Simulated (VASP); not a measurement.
A run of VASP 6.6.1 is set up as follows.

The input INCAR:

```
PREC = Accurate
ENCUT = 520
EDIFF = 1E-7
ISMEAR = 0
SIGMA = 0.05
LREAL = False
LASPH = True
NELM = 150
ALGO = Normal
ISIF = 2
LWAVE = False
LCHARG = False
MAGMOM = 0 0 0 0 0 0 0 0 0
LORBIT = 11
LSORBIT = True
GGA_COMPAT = False
LORBMOM = True
LMAXMIX = 4
GGA = PE
NBANDS = 35
```

The input KPOINTS:

```
Automatic mesh
0
Gamma
  8 8 4
```

Contents of POSCAR:

```
PtSe2
1.0
    3.7492352056      0.0000000000      0.0000000000
   -1.8746176028      3.2469329328      0.0000000000
    0.0000000000      0.0000000000      6.5290296326
Pt Se
1 2
Direct
    0.0000000000      0.0000000000      0.0000000000
    0.3333333333      0.6666666667      0.2006362891
    0.6666666667      0.3333333333      0.7993637109
```

Potentials or basis: VASP PAW PBE potentials, release 64 (Pt, Se).

Launch:

```bash
$ cat potpaw_PBE.64/Pt/POTCAR potpaw_PBE.64/Se/POTCAR > POTCAR
$ mpirun -np 1 vasp_ncl > vasp.out
```

What does it give for the pressure?

0.1 GPa.

Estimate the largest force.

0.010 eV/Å.

Predict the net moment.

0.00 μB per cell.

Moments on the atoms (μB; x, y, z):
```
Pt  0.00 0.00 0.00
Se  0.00 0.00 0.00
Se  0.00 0.00 0.00
```

Caveat: this functional lacks dispersion, which binds the layers, so the pressure and a relaxed spacing across them are unreliable.
